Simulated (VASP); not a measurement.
# Ge2Sb2Te5 (P-3m1) in VASP: a series of runs, part 2 of 3

VASP 6.6.1. Earlier steps stand in the parts before.

**3. Single point, PBE**

This run uses another cell than the first one, of 35.62 Å³/atom.

INCAR

```
SYSTEM = Ge2Sb2Te5
  PREC = Accurate
  ENCUT = 520
  EDIFF = 1E-6
  ISMEAR = 0
  SIGMA = 0.03
  LREAL = .False.
  LASPH = .True.
  NELM = 100
  ALGO = Normal
  ISIF = 2
  LWAVE = .False.
  LCHARG = .False.
  GGA = PE
  NBANDS = 44
```

KPOINTS

```
regular mesh
0
Gamma
  9 9 2
  0 0 0
```

POSCAR

```
Ge2Sb2Te5
1.0
    4.5625000000      0.0000000000      0.0000000000
   -2.2812500000      3.9512409048      0.0000000000
    0.0000000000      0.0000000000     17.7851000000
Ge Sb Te
2 2 5
Direct
    0.0000000000      0.0000000000      0.3314713560
    0.0000000000      0.0000000000      0.6685286440
    0.3333333333      0.6666666667      0.1121550832
    0.6666666667      0.3333333333      0.8878449168
    0.0000000000      0.0000000000      0.0000000000
    0.3333333333      0.6666666667      0.7913602895
    0.6666666667      0.3333333333      0.2086397105
    0.3333333333      0.6666666667      0.4097504733
    0.6666666667      0.3333333333      0.5902495267
```

Potentials or basis: VASP PAW PBE potentials, release 64 (Ge_d, Sb, Te).

Run with:

```console
cat potpaw_PBE.64/Ge_d/POTCAR potpaw_PBE.64/Sb/POTCAR potpaw_PBE.64/Te/POTCAR > POTCAR
mpirun -np 1 vasp_std > vasp.out
```

OUTCAR:

```text
SYSTEM = Ge2Sb2Te5
   PREC = Accurate
   ENCUT = 520
   EDIFF = 1E-6
   ISMEAR = 0
   LREAL = .False.
   LASPH = .True.
   NELM = 100
   ISIF = 2
   GGA = PE

 ion  position               nearest neighbor table
   1  0.000  0.000  0.331-   8 2.98   8 2.98   8 2.98
   2  0.000  0.000  0.669-   9 2.98   9 2.98   9 2.98
   3  0.333  0.667  0.112-   7 3.14   7 3.14   7 3.14   5 3.30   5 3.30   5 3.30
   4  0.667  0.333  0.888-   6 3.14   6 3.14   6 3.14   5 3.30   5 3.30   5 3.30
   5  0.000  0.000  0.000-   3 3.30   4 3.30   4 3.30   3 3.30   4 3.30   3 3.30
   6  0.333  0.667  0.791-   4 3.14   4 3.14   4 3.14
   7  0.667  0.333  0.209-   3 3.14   3 3.14   3 3.14
   8  0.333  0.667  0.410-   1 2.98   1 2.98   1 2.98
   9  0.667  0.333  0.590-   2 2.98   2 2.98   2 2.98

  LATTYP: Found a hexagonal cell.
 ALAT       =     4.5625000000
 C/A-ratio  =     3.8981041096

  Lattice vectors:

 A1 = (   4.5625000000,   0.0000000000,   0.0000000000)
 A2 = (  -2.2812500000,   3.9512409048,   0.0000000000)
 A3 = (   0.0000000000,   0.0000000000,  17.7851000000)

Analysis of symmetry for initial positions (statically):
=====================================================================
 Subroutine PRICEL returns:
 Original cell was already a primitive cell.

 Routine SETGRP: Setting up the symmetry group for a
 hexagonal supercell.

 Subroutine GETGRP returns: Found 12 space group operations
 (whereof 12 operations were pure point group operations)
 out of a pool of 24 trial point group operations.

The static configuration has the point symmetry D_3d.

Analysis of symmetry for dynamics (positions and initial velocities):
=====================================================================
 Subroutine PRICEL returns:
 Original cell was already a primitive cell.

 Routine SETGRP: Setting up the symmetry group for a
 hexagonal supercell.

 Subroutine GETGRP returns: Found 12 space group operations
 (whereof 12 operations were pure point group operations)
 out of a pool of 24 trial point group operations.

The dynamic configuration has the point symmetry D_3d.

 Subroutine INISYM returns: Found 12 space group operations
 (whereof 12 operations are pure point group operations),
 and found     1 'primitive' translations

----------------------------------------------------------------------------------------

                                     Primitive cell

  volume of cell :     320.6215

  direct lattice vectors                    reciprocal lattice vectors
     4.562500000  0.000000000  0.000000000     0.219178082  0.126542525  0.000000000
    -2.281250000  3.951240905  0.000000000     0.000000000  0.253085050  0.000000000
     0.000000000  0.000000000 17.785100000     0.000000000  0.000000000  0.056226842

  length of vectors
     4.562500000  4.562500000 17.785100000     0.253085050  0.253085050  0.056226842

  position of ions in fractional coordinates (direct lattice)
[... 47 lines left out ...]

 Following reciprocal coordinates:
            Coordinates               Weight
  0.000000  0.000000  0.000000      1.000000
  0.111111  0.000000  0.000000      6.000000
  0.222222 -0.000000  0.000000      6.000000
  0.333333  0.000000  0.000000      6.000000
  0.444444 -0.000000  0.000000      6.000000
  0.111111  0.111111  0.000000      6.000000
[... 16 lines left out ...]
  0.333333  0.222222  0.500000     12.000000
  0.333333  0.333333  0.500000      2.000000
   k-points           NKPTS =     24   k-points in BZ     NKDIM =     24   number of bands    NBANDS=     44
   number of dos      NEDOS =    301   number of ions     NIONS =      9
   total plane-waves  NPLWV = 181440
   dimension x,y,z NGX =    36 NGY =   36 NGZ =  140
   dimension x,y,z NGXF=    72 NGYF=   72 NGZF=  280
   ions per type =               2   2   5
   NGX,Y,Z   is equivalent  to a cutoff of  13.12, 13.12, 13.09 a.u.
   NGXF,Y,Z  is equivalent  to a cutoff of  26.23, 26.23, 26.17 a.u.
 SYSTEM =  Ge2Sb2Te5
   PREC   = accura    normal or accurate (medium, high low for compatibility)
   ISTART =      0    job   : 0-new  1-cont  2-samecut
   ICHARG =      2    charge: 1-file 2-atom 10-const
   ISPIN  =      1    spin polarized calculation?
   LNONCOLLINEAR =      F non collinear calculations
   LSORBIT =      F    spin-orbit coupling
   LASPH  =      T    aspherical Exc in radial PAW
   ENCUT  =  520.0 eV  38.22 Ry    6.18 a.u.   8.48  8.48 33.07*2*pi/ulx,y,z
   NELM   =    100;   NELMIN=  2; NELMDL= -5     # of ELM steps
   EDIFF  = 0.1E-05   stopping-criterion for ELM
   LREAL  =      F    real-space projection
   EDIFFG = 0.1E-04   stopping-criterion for IOM
   NSW    =      0    number of steps for IOM
   IBRION =     -1    ionic relax: 0-MD 1-quasi-New 2-CG
   NFREE  =      0    steps in history (QN), initial steepest desc. (CG)
   ISIF   =      2    stress and relaxation
   ISYM   =      2    0-nonsym 1-usesym 2-fastsym
   POTIM  = 0.5000    time-step for ionic-motion
   TEBEG  =    0.0;   TEEND  =   0.0 temperature during run
   PSTRESS=    0.0 pullay stress
   NELECT =      68.0000    total number of electrons
   NUPDOWN=      -1.0000    fix difference up-down
   EMIN   =  10.00;   EMAX   =-10.00  energy-range for DOS
   EFERMI =   0.00;   METHOD = LEGACY
   ISMEAR =     0;   SIGMA  =   0.03  broadening in eV -4-tet -1-fermi 0-gaus
   EFERMI_NEDOS =   21; number of points for ismear=-14 and -15
   IALGO  =     38    algorithm
   IMIX   =      4    mixing-type and parameters
     AMIX     =   0.40;   BMIX     =  1.00
     AMIX_MAG =   1.60;   BMIX_MAG =  1.00
  volume/ion in A,a.u.               =      35.62       240.41
  Fermi-wavevector in a.u.,A,eV,Ry     =   0.976293  1.844927 12.968370  0.953148
  Thomas-Fermi vector in A             =   2.106900
   LORBIT       =      0    0 simple, 1 ext, 2 COOP (PROOUT), +10 PAW based schemes
   GGA     = PE    functional components
   LHFCALC =     F    Hartree Fock is set to
   AEXX    =    0.0000 exact exchange contribution
   IVDW    =     0    specifies the selected vdW correction
   LEPSILON=     F    determine dielectric tensor
   LRPA    =     F    only Hartree local field effects (RPA)
 non-spin polarized calculation
 Gauss-broadening in eV      SIGMA  =   0.03
  energy-cutoff  :      520.00
  volume of cell :      320.62
 maximum number of plane-waves:      8718
 NGX is ok and might be reduce to    36
   NGX = 17   NGY = 17   NGZ = 67

 number of electron      68.0000005 magnetization

 Free energy of the ion-electron system (eV)
  ---------------------------------------------------
  ext. energy  EPLUGINS =         0.00000000
  ---------------------------------------------------
  free energy    TOTEN  =       -33.17150240 eV

  energy without entropy =      -33.17150239  energy(sigma->0) =      -33.17150240

 E-fermi :   4.3893     XC(G=0):  -8.6957

 val. band max:        4.2832410481   @ k =   0.1111   0.0000   0.0000
 cond. band min:       4.4931271020   @ k =   0.1111   0.0000   0.5000
 fundamental gap:      0.2098860540
 Fermi energy:         4.3893001859

 k-point     1 :       0.0000    0.0000    0.0000
  band No.  band energies     occupation
      1     -20.3007      2.00000
      2     -20.3007      2.00000
      3     -20.3007      2.00000
      4     -20.3007      2.00000
      5     -20.2974      2.00000
      6     -20.2973      2.00000
[... 1117 lines left out ...]
     43       8.0168      0.00000
     44       8.2652      0.00000

------------------------ aborting loop because EDIFF is reached ----------------------------------------

  FORCE on cell =-STRESS in cart. coord.  units (eV):
  Direction    XX          YY          ZZ          XY          YZ          ZX
  --------------------------------------------------------------------------------------
  -------------------------------------------------------------------------------------
  Total      -10.2847705    -10.2847705     -5.2351713     -0.0000000      0.0000000     -0.0000000
  in kB      -51.3940080    -51.3940080    -26.1606651     -0.0000000      0.0000000     -0.0000000
  external PRESSURE =     -42.9828937 kB  Pullay stress =       0.0000000 kB

 VOLUME and BASIS-vectors are now :
 -----------------------------------------------------------------------------
  energy-cutoff  :      520.00
  volume of cell :      320.62
      direct lattice vectors                 reciprocal lattice vectors
     4.562500000  0.000000000  0.000000000     0.219178082  0.126542525  0.000000000
    -2.281250000  3.951240905  0.000000000     0.000000000  0.253085050  0.000000000
     0.000000000  0.000000000 17.785100000     0.000000000  0.000000000  0.056226842

 POSITION                                       TOTAL-FORCE (eV/Angst)
 -----------------------------------------------------------------------------------
      0.00000      0.00000      5.89525        -0.000000      0.000000      0.325975
      0.00000      0.00000     11.88985        -0.000000     -0.000000     -0.325975
     -0.00000      2.63416      1.99469        -0.000000     -0.000000      0.176054
      2.28125      1.31708     15.79041        -0.000000      0.000000     -0.176054
      0.00000      0.00000      0.00000        -0.000000      0.000000      0.000000
     -0.00000      2.63416     14.07442        -0.000000      0.000000      0.432318
      2.28125      1.31708      3.71068        -0.000000     -0.000000     -0.432318
     -0.00000      2.63416      7.28745         0.000000     -0.000000     -0.324945
      2.28125      1.31708     10.49765         0.000000      0.000000      0.324945
 -----------------------------------------------------------------------------------
    total drift:                               -0.000000      0.000000      0.000000

  FREE ENERGIE OF THE ION-ELECTRON SYSTEM (eV)
  ---------------------------------------------------
  free  energy   TOTEN  =       -33.1715024004 eV

  energy  without entropy=      -33.1715023924  energy(sigma->0) =      -33.17150240
```

Wall time 11 min (1 thread of Oxide Virtual Turin-like, shared host); peak memory 0.6 GiB.

What came out:

| Quantity | Value |
| --- | --- |
| Free energy | -33.1715 eV |
| Pressure | -4.3 GPa |
| Largest force | 0.432 eV/Å |
| Band gap on the k mesh | 0.21 eV |

Forces on the atoms (eV/Å):
```
Ge   0.000  0.000  0.326
Ge   0.000  0.000 -0.326
Sb   0.000  0.000  0.176
Sb   0.000  0.000 -0.176
Te   0.000  0.000  0.000
Te   0.000  0.000  0.432
Te   0.000  0.000 -0.432
Te   0.000  0.000 -0.325
Te   0.000  0.000  0.325
```

Stress tensor (GPa, compression positive):
```
-5.14  0.00  0.00
 0.00 -5.14  0.00
 0.00  0.00 -2.62
```

Caveat: the cell stands under tension; semilocal functionals underestimate gaps, and a narrow one can read as zero; spin-orbit coupling is left out, which moves the levels of the heavy elements; this functional lacks dispersion, which binds layers or chains, so the pressure and a relaxed spacing across them are unreliable. A k mesh can miss the band edges.

(Continued in part 3 of 3.)
